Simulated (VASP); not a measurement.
# ZnCd4S (P-6m2) in VASP: a series of runs

ZnCd4S is run at these levels: PBE; tasks: single point, relaxation of cell and atoms.

Program: VASP 6.6.1. These are calculated values, not measurements. Logs are shortened: lines on timing, memory, paths and dates and some standing lists are left out, and cuts for length are marked.

## 1. The cell of the first run

Symmetry: P-6m2, No. 187, hexagonal system. The conventional cell has a = 5.945 Å, b = 5.945 Å, c = 4.482 Å, α = 90.00°, β = 90.00°, γ = 120.00°. Zn (site symmetry -6m2) has 9 Cd at 2.79 to 3.43 Å and 3 S at 3.43 Å within 3.7 Å. Cd (site symmetry -6m2) has 6 Cd at 2.85 Å and 3 Zn at 3.43 Å and 3 S at 3.43 Å within 3.8 Å. Within 3.7 Å of Cd (site symmetry mm2) lie 2 Zn at 2.79 Å and 6 Cd at 2.85 to 3.06 Å. S (site symmetry -6m2) has 3 Zn at 3.43 Å and 15 Cd at 3.43 to 3.72 Å and 2 S at 4.48 Å within 4.5 Å.

## 2. Single point, PBE

Contents of INCAR:

```
SYSTEM = ZnCd4S
ALGO = Normal ; EDIFF = 1E-6
ENCUT = 520 ; GGA = PE
ISIF = 2 ; ISMEAR = 0
LASPH = .TRUE. ; LCHARG = .FALSE.
LREAL = .FALSE. ; LWAVE = .FALSE.
NBANDS = 42 ; NELM = 100
PREC = Accurate ; SIGMA = 0.1
```

Contents of KPOINTS:

```
k-points
0
G
  3 3 4
  0 0 0
```

Contents of POSCAR:

```
ZnCd4S
1.0
    5.9449079200      0.0000000000      0.0000000000
   -2.9724539600      5.1484412800      0.0000000000
    0.0000000000      0.0000000000      4.4815705700
Zn Cd S
1 4 1
Direct
    0.3333333300      0.6666666700      0.0000000000
    0.6666666700      0.3333333300      0.0000000000
    0.0101650000      0.5050825000      0.5000000000
    0.4949175000      0.5050825000      0.5000000000
    0.4949175000      0.9898350000      0.5000000000
    0.0000000000      0.0000000000      0.0000000000
```

Potentials or basis: VASP PAW PBE potentials, release 64 (Zn, Cd, S).

Launch:

```sh
$ cat potpaw_PBE.64/Zn/POTCAR potpaw_PBE.64/Cd/POTCAR potpaw_PBE.64/S/POTCAR > POTCAR
$ mpirun -np 1 vasp_std > vasp.out
```

OUTCAR:

```text
SYSTEM = ZnCd4S
   EDIFF = 1E-6
   ENCUT = 520
   GGA = PE
   ISIF = 2
   ISMEAR = 0
   LASPH = .TRUE.
   LREAL = .FALSE.
   NELM = 100
   PREC = Accurate

 ion  position               nearest neighbor table
   1  0.333  0.667  0.000-   5 2.79   5 2.79   3 2.79   3 2.79   4 2.79   4 2.79
   2  0.667  0.333  0.000-   5 2.85   5 2.85   3 2.85   3 2.85   4 2.85   4 2.85
   3  0.010  0.505  0.500-   1 2.79   1 2.79   2 2.85   2 2.85   5 2.88   4 2.88   5 3.06   4 3.06

   4  0.495  0.505  0.500-   1 2.79   1 2.79   2 2.85   2 2.85   5 2.88   3 2.88   5 3.06   3 3.06

   5  0.495  0.990  0.500-   1 2.79   1 2.79   2 2.85   2 2.85   3 2.88   4 2.88   3 3.06   4 3.06

   6  0.000  0.000  0.000-

  LATTYP: Found a hexagonal cell.
 ALAT       =     5.9449079200
 C/A-ratio  =     0.7538502918

  Lattice vectors:

 A1 = (   5.9449079200,   0.0000000000,   0.0000000000)
 A2 = (  -2.9724539600,   5.1484412800,   0.0000000000)
 A3 = (   0.0000000000,   0.0000000000,   4.4815705700)

Analysis of symmetry for initial positions (statically):
=====================================================================
 Subroutine PRICEL returns:
 Original cell was already a primitive cell.

 Routine SETGRP: Setting up the symmetry group for a
 hexagonal supercell.

 Subroutine GETGRP returns: Found 12 space group operations
 (whereof 12 operations were pure point group operations)
 out of a pool of 24 trial point group operations.

The static configuration has the point symmetry D_3h.

Analysis of symmetry for dynamics (positions and initial velocities):
=====================================================================
 Subroutine PRICEL returns:
 Original cell was already a primitive cell.

 Routine SETGRP: Setting up the symmetry group for a
 hexagonal supercell.

 Subroutine GETGRP returns: Found 12 space group operations
 (whereof 12 operations were pure point group operations)
 out of a pool of 24 trial point group operations.

The dynamic configuration has the point symmetry D_3h.

 Subroutine INISYM returns: Found 12 space group operations
 (whereof 12 operations are pure point group operations),
 and found     1 'primitive' translations

----------------------------------------------------------------------------------------

                                     Primitive cell

  volume of cell :     137.1675

  direct lattice vectors                    reciprocal lattice vectors
     5.944907920  0.000000000  0.000000000     0.168211184  0.097116772  0.000000000
    -2.972453960  5.148441280  0.000000000     0.000000000  0.194233545  0.000000000
     0.000000000  0.000000000  4.481570570     0.000000000  0.000000000  0.223136060

  length of vectors
     5.944907920  5.944907918  4.481570570     0.194233545  0.194233545  0.223136060

  position of ions in fractional coordinates (direct lattice)
     0.333333330  0.666666670  0.000000000
     0.666666670  0.333333330  0.000000000
     0.010165000  0.505082500  0.500000000
     0.494917500  0.505082500  0.500000000
     0.494917500  0.989835000  0.500000000
     0.000000000  0.000000000  0.000000000

  ion indices of the primitive-cell ions
   primitive index   ion index
                 1           1
                 2           2
                 3           3
                 4           4
                 5           5
                 6           6

----------------------------------------------------------------------------------------

 KPOINTS: k-points

Automatic generation of k-mesh.
 Grid dimensions read from file:
 generate k-points for:    3    3    4

 Generating k-lattice:

  Cartesian coordinates                     Fractional coordinates (reciprocal lattice)
     0.056070395  0.032372257  0.000000000     0.333333333  0.000000000  0.000000000
     0.000000000  0.064744515  0.000000000     0.000000000  0.333333333  0.000000000
     0.000000000  0.000000000  0.055784015     0.000000000  0.000000000  0.250000000

  Length of vectors
     0.064744515  0.064744515  0.055784015

  Shift w.r.t. Gamma in fractional coordinates (k-lattice)
     0.000000000  0.000000000  0.000000000

 Subroutine IBZKPT returns following result:
 ===========================================

 Found      9 irreducible k-points:

 Following reciprocal coordinates:
            Coordinates               Weight
  0.000000  0.000000  0.000000      1.000000
  0.333333  0.000000  0.000000      6.000000
  0.333333  0.333333  0.000000      2.000000
  0.000000  0.000000  0.250000      2.000000
  0.333333  0.000000  0.250000     12.000000
  0.333333  0.333333  0.250000      4.000000
  0.000000  0.000000  0.500000      1.000000
  0.333333  0.000000  0.500000      6.000000
  0.333333  0.333333  0.500000      2.000000
   k-points           NKPTS =      9   k-points in BZ     NKDIM =      9   number of bands    NBANDS=     42
   number of dos      NEDOS =    301   number of ions     NIONS =      6
   total plane-waves  NPLWV =  82944
   dimension x,y,z NGX =    48 NGY =   48 NGZ =   36
   dimension x,y,z NGXF=    96 NGYF=   96 NGZF=   72
   ions per type =               1   4   1
   NGX,Y,Z   is equivalent  to a cutoff of  13.42, 13.42, 13.35 a.u.
   NGXF,Y,Z  is equivalent  to a cutoff of  26.85, 26.85, 26.71 a.u.
 SYSTEM =  ZnCd4S
   PREC   = accura    normal or accurate (medium, high low for compatibility)
   ISTART =      0    job   : 0-new  1-cont  2-samecut
   ICHARG =      2    charge: 1-file 2-atom 10-const
   ISPIN  =      1    spin polarized calculation?
   LNONCOLLINEAR =      F non collinear calculations
   LSORBIT =      F    spin-orbit coupling
   LASPH  =      T    aspherical Exc in radial PAW
   ENCUT  =  520.0 eV  38.22 Ry    6.18 a.u.  11.05 11.05  8.33*2*pi/ulx,y,z
   NELM   =    100;   NELMIN=  2; NELMDL= -5     # of ELM steps
   EDIFF  = 0.1E-05   stopping-criterion for ELM
   LREAL  =      F    real-space projection
   EDIFFG = 0.1E-04   stopping-criterion for IOM
   NSW    =      0    number of steps for IOM
   IBRION =     -1    ionic relax: 0-MD 1-quasi-New 2-CG
   NFREE  =      0    steps in history (QN), initial steepest desc. (CG)
   ISIF   =      2    stress and relaxation
   ISYM   =      2    0-nonsym 1-usesym 2-fastsym
   POTIM  = 0.5000    time-step for ionic-motion
   TEBEG  =    0.0;   TEEND  =   0.0 temperature during run
   PSTRESS=    0.0 pullay stress
   NELECT =      66.0000    total number of electrons
   NUPDOWN=      -1.0000    fix difference up-down
   EMIN   =  10.00;   EMAX   =-10.00  energy-range for DOS
   EFERMI =   0.00;   METHOD = LEGACY
   ISMEAR =     0;   SIGMA  =   0.10  broadening in eV -4-tet -1-fermi 0-gaus
   EFERMI_NEDOS =   21; number of points for ismear=-14 and -15
   IALGO  =     38    algorithm
   IMIX   =      4    mixing-type and parameters
     AMIX     =   0.40;   BMIX     =  1.00
     AMIX_MAG =   1.60;   BMIX_MAG =  1.00
  volume/ion in A,a.u.               =      22.86       154.28
  Fermi-wavevector in a.u.,A,eV,Ry     =   1.282840  2.424216 22.390808  1.645678
  Thomas-Fermi vector in A             =   2.415128
   LORBIT       =      0    0 simple, 1 ext, 2 COOP (PROOUT), +10 PAW based schemes
   GGA     = PE    functional components
   LHFCALC =     F    Hartree Fock is set to
   AEXX    =    0.0000 exact exchange contribution
   IVDW    =     0    specifies the selected vdW correction
   LEPSILON=     F    determine dielectric tensor
   LRPA    =     F    only Hartree local field effects (RPA)
 non-spin polarized calculation
 Gauss-broadening in eV      SIGMA  =   0.10
  energy-cutoff  :      520.00
  volume of cell :      137.17
 maximum number of plane-waves:      3717
 NGX is ok and might be reduce to    48
   NGX = 23   NGY = 23   NGZ = 17

 number of electron      66.0000012 magnetization

 Free energy of the ion-electron system (eV)
  ---------------------------------------------------
  ext. energy  EPLUGINS =         0.00000000
  ---------------------------------------------------
  free energy    TOTEN  =        -6.37463696 eV

  energy without entropy =       -6.34307913  energy(sigma->0) =       -6.35885805

 E-fermi :   2.0980     XC(G=0): -10.1955

 val. band max:        2.0869323600   @ k =   0.0000   0.0000   0.5000
 cond. band min:       2.0991161597   @ k =   0.3333   0.3333   0.5000
 fundamental gap:      0.0121837998
 Fermi energy:         2.0980322606

 k-point     1 :       0.0000    0.0000    0.0000
  band No.  band energies     occupation
      1      -9.2910      2.00000
      2      -8.2860      2.00000
      3      -7.5453      2.00000
      4      -7.5414      2.00000
      5      -7.5414      2.00000
      6      -7.5158      2.00000
[... 34 lines left out ...]
     41       8.2235      0.00000
     42       9.0284      0.00000

 k-point     2 :       0.3333    0.0000    0.0000
  band No.  band energies     occupation
      1      -9.2090      2.00000
      2      -8.0109      2.00000
      3      -7.6512      2.00000
      4      -7.4849      2.00000
      5      -7.4630      2.00000
      6      -7.2880      2.00000
[... 34 lines left out ...]
     41       7.8349      0.00000
     42       8.1779      0.00000

 k-point     3 :       0.3333    0.3333    0.0000
  band No.  band energies     occupation
      1      -9.1698      2.00000
      2      -7.6967      2.00000
      3      -7.6607      2.00000
      4      -7.4976      2.00000
      5      -7.4471      2.00000
      6      -7.3191      2.00000
[... 34 lines left out ...]
     41       8.3522      0.00000
     42       8.4280      0.00000

 k-point     4 :       0.0000    0.0000    0.2500
  band No.  band energies     occupation
      1      -9.2086      2.00000
      2      -8.1511      2.00000
      3      -7.7945      2.00000
      4      -7.5465      2.00000
      5      -7.5465      2.00000
      6      -7.4126      2.00000
[... 169 lines left out ...]
     41       8.9306      0.00000
     42      10.3513      0.00000

 k-point     8 :       0.3333    0.0000    0.5000
  band No.  band energies     occupation
      1      -9.1149      2.00000
      2      -7.8478      2.00000
      3      -7.7146      2.00000
      4      -7.4921      2.00000
      5      -7.3955      2.00000
      6      -7.2345      2.00000
[... 34 lines left out ...]
     41       8.1314      0.00000
     42       9.5499      0.00000

 k-point     9 :       0.3333    0.3333    0.5000
  band No.  band energies     occupation
      1      -9.1117      2.00000
      2      -7.6315      2.00000
      3      -7.4941      2.00000
      4      -7.4916      2.00000
      5      -7.4282      2.00000
      6      -7.3314      2.00000
[... 34 lines left out ...]
     41       9.6673      0.00000
     42      10.2782      0.00000

------------------------ aborting loop because EDIFF is reached ----------------------------------------

  FORCE on cell =-STRESS in cart. coord.  units (eV):
  Direction    XX          YY          ZZ          XY          YZ          ZX
  --------------------------------------------------------------------------------------
  -------------------------------------------------------------------------------------
  Total        1.6949844      1.6949844      2.3386172      0.0000000      0.0000000      0.0000000
  in kB       19.7981746     19.7981746     27.3160937      0.0000000      0.0000000      0.0000000
  external PRESSURE =      22.3041476 kB  Pullay stress =       0.0000000 kB

 VOLUME and BASIS-vectors are now :
 -----------------------------------------------------------------------------
  energy-cutoff  :      520.00
  volume of cell :      137.17
      direct lattice vectors                 reciprocal lattice vectors
     5.944907920  0.000000000  0.000000000     0.168211184  0.097116772  0.000000000
    -2.972453960  5.148441280  0.000000000     0.000000000  0.194233545  0.000000000
     0.000000000  0.000000000  4.481570570     0.000000000  0.000000000  0.223136060

 POSITION                                       TOTAL-FORCE (eV/Angst)
 -----------------------------------------------------------------------------------
     -0.00000      3.43229      0.00000        -0.000000     -0.000000     -0.000000
      2.97245      1.71615      0.00000        -0.000000     -0.000000     -0.000000
     -1.44090      2.60039      2.24079        -0.188218     -0.108668     -0.000000
      1.44090      2.60039      2.24079         0.188218     -0.108668     -0.000000
      0.00000      5.09611      2.24079        -0.000000      0.217336      0.000000
      0.00000      0.00000      0.00000        -0.000000     -0.000000     -0.000000
 -----------------------------------------------------------------------------------
    total drift:                               -0.000004      0.000002      0.000000

  FREE ENERGIE OF THE ION-ELECTRON SYSTEM (eV)
  ---------------------------------------------------
  free  energy   TOTEN  =        -6.3746369598 eV

  energy  without entropy=       -6.3430791349  energy(sigma->0) =       -6.35885805
```

Wall time 2.2 min (1 thread of AMD EPYC 7R13, shared host); peak memory 0.25 GiB.

What came out:

- Free energy: -6.3746 eV
- Pressure: 2.2 GPa
- Largest force: 0.217 eV/Å
- Band gap on the k mesh: zero (band 33 reaches 3.36 eV, above the bottom of band 34 at 1.51 eV)

Forces in eV/Å, atoms in the order of the input:
```
Zn   0.000  0.000  0.000
Cd   0.000  0.000  0.000
Cd  -0.188 -0.109  0.000
Cd   0.188 -0.109  0.000
Cd   0.000  0.217  0.000
S    0.000  0.000  0.000
```

Levels at points of the mesh, in eV from the Fermi level:
```csv
k point,band 31,band 32,band 33,band 34,band 35,band 36
"(0.00, 0.00, 0.00)",-1.63,-1.48,-1.48,0.59,1.71,2.54
"(0.00, 0.00, 0.50)",-1.55,-0.99,-0.01,-0.01,0.14,0.84
```

Caveat: the k points lie up to 0.41 Å⁻¹ apart.

## 3. Single point, PBE

This run uses another cell than the first one, of 23.63 Å³/atom, 1.034 times its volume.

Contents of INCAR:

```
SYSTEM = ZnCd4S
ALGO     = Normal         ! electronic algorithm
EDIFF    = 1E-6           ! SCF threshold, eV
ENCUT    = 520            ! plane-wave cutoff, eV
GGA      = PE             ! functional
ISIF     = 2              ! what is computed and relaxed
ISMEAR   = 0              ! smearing method
LASPH    = .True.         ! aspherical terms in the spheres
LCHARG   = .False.        ! write CHGCAR
LREAL    = .False.        ! projectors in reciprocal space
LWAVE    = .False.        ! write WAVECAR
NBANDS   = 42             ! bands
NELM     = 60             ! most SCF steps
PREC     = Accurate       ! precision mode
SIGMA    = 0.1            ! smearing width, eV
```

Contents of KPOINTS:

```
k-points
0
Gamma
  6 6 8
  0 0 0
```

Contents of POSCAR:

```
ZnCd4S
1.0
    5.8579193235      0.0000000000      0.0000000000
   -2.9289596618      5.0731069475      0.0000000000
    0.0000000000      0.0000000000      4.7717215057
Zn Cd S
1 4 1
Direct
    0.3333333333      0.6666666667      0.0000000000
    0.6666666667      0.3333333333      0.0000000000
    0.0052093152      0.5026046576      0.5000000000
    0.4973953424      0.5026046576      0.5000000000
    0.4973953424      0.9947906848      0.5000000000
    0.0000000000      0.0000000000      0.0000000000
```

Potentials or basis: VASP PAW PBE potentials, release 64 (Zn, Cd, S).

Launch:

```sh
$ cat potpaw_PBE.64/Zn/POTCAR potpaw_PBE.64/Cd/POTCAR potpaw_PBE.64/S/POTCAR > POTCAR
$ mpirun -np 1 vasp_std > vasp.out
```

Run time: 8.9 min. Hardware: 1 thread of AMD EPYC 7R13, shared host; peak memory 0.34 GiB.

The run converged. Its results:

| Property | Result |
| --- | --- |
| Free energy | -6.5137 eV |
| Pressure | 0.2 GPa |
| Band gap on the k mesh | zero (band 33 reaches 2.89 eV, above the bottom of band 34 at 1.25 eV) |

Levels at points of the mesh, in eV from the Fermi level:
| k point | band 31 | band 32 | band 33 | band 34 | band 35 | band 36 |
| --- | --- | --- | --- | --- | --- | --- |
| (0.00, 0.00, 0.00) | -2.05 | -1.16 | -1.16 | 0.32 | 0.65 | 2.33 |
| (0.50, 0.00, 0.00) | -0.92 | -0.48 | 0.20 | 0.27 | 1.70 | 2.10 |
| (0.00, 0.00, 0.50) | -1.69 | -1.04 | 0.12 | 0.18 | 0.18 | 0.83 |
| (0.50, 0.00, 0.50) | -2.40 | -1.95 | -0.47 | -0.11 | 1.80 | 1.84 |

## 4. Relaxation of cell and atoms, PBE

Contents of INCAR:

```
SYSTEM = ZnCd4S
ALGO = Normal
EDIFF = 1E-6
EDIFFG = -0.01
ENCUT = 600
GGA = PE
IBRION = 2
ISIF = 3
ISMEAR = 0
LASPH = .True.
LCHARG = .False.
LREAL = .False.
LWAVE = .False.
NELM = 60
NSW = 100
PREC = Accurate
SIGMA = 0.1
```

KPOINTS is that of step 3.

Contents of POSCAR:

```
ZnCd4S
1.0
    5.9449079200      0.0000000000      0.0000000000
   -2.9724539600      5.1484412800      0.0000000000
    0.0000000000      0.0000000000      4.4815705700
Zn Cd S
1 4 1
Direct
    0.3333333300      0.6666666700      0.0000000000
    0.6666666700      0.3333333300      0.0000000000
    0.0101650000      0.5050825000      0.5000000000
    0.4949175000      0.5050825000      0.5000000000
    0.4949175000      0.9898350000      0.5000000000
    0.0000000000      0.0000000000      0.0000000000
```

Launch:

```sh
$ cat potpaw_PBE.64/Zn/POTCAR potpaw_PBE.64/Cd/POTCAR potpaw_PBE.64/S/POTCAR > POTCAR
$ mpirun -np 1 vasp_std > vasp.out
```

It took 40 min on 1 thread of AMD EPYC 7R13, shared host; peak memory 0.39 GiB.

The run converged. Its results:

```
Free energy                            : -6.5107 eV
Relaxed volume                         : 23.74 Å³/atom
Relaxed cell                           : a = 5.863 Å, b = 5.863 Å, c = 4.785 Å, α = 90.00°, β = 90.00°, γ = 120.00°
Space group after relaxing (to 0.05 Å) : P-6m2 (No. 187)
Energy gained by relaxing              : 17.0 meV/atom
Ionic steps                            : 9
Pressure after relaxing                : 0.0 GPa
Band gap on the k mesh                 : zero (band 33 reaches 2.85 eV, above the bottom of band 34 at 1.22 eV)
```

Step by step:
```csv
step,energy change (eV),largest force (eV/Å),pressure (GPa),volume (Å³)
1,0.0000,0.1878,2.10,137.17
2,-0.0669,0.0862,0.03,143.17
3,-0.0701,0.0559,-0.62,145.37
4,-0.0703,0.0613,-0.52,144.99
5,-0.0848,0.0394,-0.37,144.20
6,-0.1014,0.0396,0.13,141.90
7,-0.1017,0.0274,0.06,142.19
8,-0.1017,0.0299,0.08,142.13
9,-0.1019,0.0012,0.00,142.45
```

Final structure:
```
Zn Cd S
1.0
     5.86340    0.00000    0.00000
    -2.93170    5.07785    0.00000
     0.00000    0.00000    4.78452
Zn Cd S
1 4 1
Direct
  0.33333 0.66667 0.00000
  0.66667 0.33333 0.00000
  0.00518 0.50259 0.50000
  0.49741 0.50259 0.50000
  0.49741 0.99482 0.50000
  0.00000 0.00000 0.00000
```

Levels at points of the mesh, in eV from the Fermi level:
| k point | band 30 | band 31 | band 32 | band 33 | band 34 | band 35 | band 36 | band 37 |
| --- | --- | --- | --- | --- | --- | --- | --- | --- |
| (0.00, 0.00, 0.00) | -2.25 | -2.04 | -1.15 | -1.15 | 0.32 | 0.62 | 2.33 | 2.33 |
| (0.50, 0.00, 0.00) | -1.25 | -0.92 | -0.47 | 0.20 | 0.26 | 1.68 | 2.08 | 2.49 |
| (0.00, 0.00, 0.50) | -1.68 | -1.68 | -1.03 | 0.11 | 0.20 | 0.20 | 0.82 | 0.82 |
| (0.50, 0.00, 0.50) | -2.88 | -2.38 | -1.93 | -0.47 | -0.11 | 1.80 | 1.83 | 3.17 |

## 5. The runs side by side

```csv
task,cell,k mesh,cutoff (eV),gap on the mesh (eV),pressure (GPa)
single point,"a = 5.945, b = 5.945, c = 4.482 Å, angles 90.0, 90.0, 120.0°, 6 atoms",3 × 3 × 4,520,none,2.2
single point,"a = 5.858, b = 5.858, c = 4.772 Å, angles 90.0, 90.0, 120.0°, 6 atoms",6 × 6 × 8,520,none,0.2
relaxation of cell and atoms,"relaxed from a = 5.945, b = 5.945, c = 4.482 Å, angles 90.0, 90.0, 120.0°, 6 atoms",6 × 6 × 8,600,none,0.0
```

Alike in all rows: level PBE; potentials or basis VASP PAW PBE potentials, release 64 (Zn, Cd, S); no spin polarisation; smearing gaussian 0.1 eV.

Caveats: some runs use coarse meshes.

Total energies depend on the potentials used, so only differences within one code and one set of settings carry meaning.
